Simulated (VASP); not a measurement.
# SnTe (Fm-3m) in VASP: a series of runs, part 2 of 2

VASP 6.6.1. The steps go on from the part before.

## (3) Relaxation of cell and atoms, PBEsol

This run uses another cell than the first one, of 31.28 Å³/atom.

Contents of INCAR:

```
SYSTEM = SnTe
ALGO = Normal
EDIFF = 1E-6
EDIFFG = -0.002
ENCUT = 600
GGA = PS
IBRION = 2
ISIF = 3
ISMEAR = -1
LASPH = .TRUE.
LCHARG = .FALSE.
LREAL = .FALSE.
LWAVE = .FALSE.
NELM = 80
NSW = 100
PREC = Accurate
SIGMA = 0.05
```

Contents of KPOINTS:

```
k-points
0
G
  12 12 12
  0 0 0
```

Contents of POSCAR:

```
SnTe
1.0
    0.0000000000      3.1508500000      3.1508500000
    3.1508500000      0.0000000000      3.1508500000
    3.1508500000      3.1508500000      0.0000000000
Sn Te
1 1
Direct
    0.0000000000      0.0000000000      0.0000000000
    0.5000000000      0.5000000000      0.5000000000
```

Potentials or basis: VASP PAW PBE potentials, release 64 (Sn_d, Te).

The run is started by

```console
cat potpaw_PBE.64/Sn_d/POTCAR potpaw_PBE.64/Te/POTCAR > POTCAR
mpirun -np 1 vasp_std > vasp.out
```

OUTCAR:

```text
SYSTEM = SnTe
   EDIFF = 1E-6
   EDIFFG = -0.002
   ENCUT = 600
   GGA = PS
   IBRION = 2
   ISIF = 3
   ISMEAR = -1
   LASPH = .TRUE.
   LREAL = .FALSE.
   NELM = 80
   NSW = 100
   PREC = Accurate

 ion  position               nearest neighbor table
   1  0.000  0.000  0.000-   2 3.15   2 3.15   2 3.15   2 3.15   2 3.15   2 3.15
   2  0.500  0.500  0.500-   1 3.15   1 3.15   1 3.15   1 3.15   1 3.15   1 3.15

  LATTYP: Found a face centered cubic cell.
 ALAT       =     6.3017000000

  Lattice vectors:

 A1 = (   0.0000000000,   3.1508500000,   3.1508500000)
 A2 = (   3.1508500000,   0.0000000000,   3.1508500000)
 A3 = (   3.1508500000,   3.1508500000,   0.0000000000)

Analysis of symmetry for initial positions (statically):
=====================================================================
 Subroutine PRICEL returns:
 Original cell was already a primitive cell.

 Routine SETGRP: Setting up the symmetry group for a
 face centered cubic supercell.

 Subroutine GETGRP returns: Found 48 space group operations
 (whereof 48 operations were pure point group operations)
 out of a pool of 48 trial point group operations.

The static configuration has the point symmetry O_h .

Analysis of symmetry for dynamics (positions and initial velocities):
=====================================================================
 Subroutine PRICEL returns:
 Original cell was already a primitive cell.

 Routine SETGRP: Setting up the symmetry group for a
 face centered cubic supercell.

 Subroutine GETGRP returns: Found 48 space group operations
 (whereof 48 operations were pure point group operations)
 out of a pool of 48 trial point group operations.

The dynamic configuration has the point symmetry O_h .

 Subroutine INISYM returns: Found 48 space group operations
 (whereof 48 operations are pure point group operations),
 and found     1 'primitive' translations

----------------------------------------------------------------------------------------

                                     Primitive cell
[... 135 lines left out ...]
  ext. energy  EPLUGINS =         0.00000000
  ---------------------------------------------------
  free energy    TOTEN  =        -8.33935849 eV

  energy without entropy =       -8.33900494  energy(sigma->0) =       -8.33918171

------------------------ aborting loop because EDIFF is reached ----------------------------------------

  FORCE on cell =-STRESS in cart. coord.  units (eV):
  Direction    XX          YY          ZZ          XY          YZ          ZX
  --------------------------------------------------------------------------------------
  -------------------------------------------------------------------------------------
  Total       -0.1117229     -0.1117229     -0.1117229      0.0000000      0.0000000      0.0000000
  in kB       -2.8611425     -2.8611425     -2.8611425      0.0000000      0.0000000      0.0000000
  external PRESSURE =      -2.8611425 kB  Pullay stress =       0.0000000 kB
[... 59 lines left out ...]
--------------------------------------- Ionic step        3  -------------------------------------------

 number of electron      19.9999998 magnetization

 Free energy of the ion-electron system (eV)
  ---------------------------------------------------
  ext. energy  EPLUGINS =         0.00000000
  ---------------------------------------------------
  free energy    TOTEN  =        -8.33964808 eV

  energy without entropy =       -8.33929925  energy(sigma->0) =       -8.33947367

 E-fermi :   6.8876     XC(G=0):  -9.6768

 val. band max:        6.8192198003   @ k =   0.5000   0.0000   0.0000
 cond. band min:       6.9774100290   @ k =   0.5000   0.0000   0.0000
 fundamental gap:      0.1581902287
 Fermi energy:         6.8876172904

 k-point     1 :       0.0000    0.0000    0.0000
  band No.  band energies     occupation
      1     -14.9101      2.00000
      2     -14.9101      2.00000
      3     -14.9030      2.00000
      4     -14.9030      2.00000
      5     -14.9030      2.00000
      6      -5.9872      2.00000
      7       2.1835      2.00000
      8       4.7265      2.00000
      9       4.7265      2.00000
     10       4.7265      2.00000
     11      10.2174      0.00000
     12      10.2174      0.00000
     13      10.2174      0.00000
     14      11.5792      0.00000
[... 377 lines left out ...]
      1     -14.9175      2.00000
      2     -14.9139      2.00000
      3     -14.9002      2.00000
      4     -14.8967      2.00000
      5     -14.8954      2.00000
      6      -4.5830      2.00000
      7      -1.2688      2.00000
      8       3.3194      2.00000
      9       4.5588      2.00000
     10       5.4847      2.00000
     11       7.9931      0.00000
     12       8.1107      0.00000
     13       9.9680      0.00000
     14      13.3460      0.00000

 [... further k-points ...]

------------------------ aborting loop because EDIFF is reached ----------------------------------------

  FORCE on cell =-STRESS in cart. coord.  units (eV):
  Direction    XX          YY          ZZ          XY          YZ          ZX
  --------------------------------------------------------------------------------------
  -------------------------------------------------------------------------------------
  Total       -0.0022694     -0.0022694     -0.0022694      0.0000000      0.0000000     -0.0000000
  in kB       -0.0584368     -0.0584368     -0.0584368      0.0000000      0.0000000     -0.0000000
  external PRESSURE =      -0.0584368 kB  Pullay stress =       0.0000000 kB
[... 17 lines left out ...]
  FREE ENERGIE OF THE ION-ELECTRON SYSTEM (eV)
  ---------------------------------------------------
  free  energy   TOTEN  =        -8.3396480837 eV

  energy  without entropy=       -8.3392992485  energy(sigma->0) =       -8.33947367

 reached required accuracy - stopping structural energy minimisation
```

CONTCAR:

```text
SnTe
   1.00000000000000
    -0.0000000000000000    3.1451085666467056    3.1451085666467056
     3.1451085666467056    0.0000000000000000    3.1451085666467056
     3.1451085666467056    3.1451085666467056    0.0000000000000000
  Sn              Te
     1     1
Direct
     0.0000000000000000    0.0000000000000000    0.0000000000000000
     0.5000000000000000    0.5000000000000000    0.5000000000000000

  0.00000000E+00  0.00000000E+00  0.00000000E+00
  0.00000000E+00  0.00000000E+00  0.00000000E+00
```

Run time: 51 s. Hardware: 1 thread of Intel Xeon 6975P-C (Granite Rapids), shared host; peak memory 0.26 GiB.

Results:

```yaml
Free_energy: -8.3396 eV
Relaxed_volume: 31.11 Å³/atom
Relaxed_cell: a = 4.448 Å, b = 4.448 Å, c = 4.448 Å, α = 60.00°, β = 60.00°, γ = 60.00°
Space_group_after_relaxing_to_0.1_Å: Fm-3m (No. 225)
Energy_gained_by_relaxing: 0.1 meV/atom
Ionic_steps: 3
Pressure_after_relaxing: 0.0 GPa
Band_gap_on_the_k_mesh: 0.16 eV
```

The path:
```tsv
step	energy change (eV)	largest force (eV/Å)	pressure (GPa)	volume (Å³)
1	0.0000	0.0000	-0.29	62.56
2	-0.0002	0.0000	0.12	62.06
3	-0.0003	0.0000	-0.01	62.22
```

Final structure:
```cif
data_structure
_symmetry_space_group_name_H-M 'P 1'
_symmetry_Int_Tables_number 1
_cell_length_a 4.4479
_cell_length_b 4.4479
_cell_length_c 4.4479
_cell_angle_alpha 60.000
_cell_angle_beta 60.000
_cell_angle_gamma 60.000
_cell_volume 62.22
loop_
_atom_site_label
_atom_site_type_symbol
_atom_site_fract_x
_atom_site_fract_y
_atom_site_fract_z
_atom_site_occupancy
Sn1 Sn 0.00000 0.00000 0.00000 1
Te1 Te 0.50000 0.50000 0.50000 1
```

Caveat: the PAW data sets were made with another functional, which shifts forces and pressure a little; spin-orbit coupling is left out, which moves the levels of the heavy elements. A k mesh can miss the band edges.
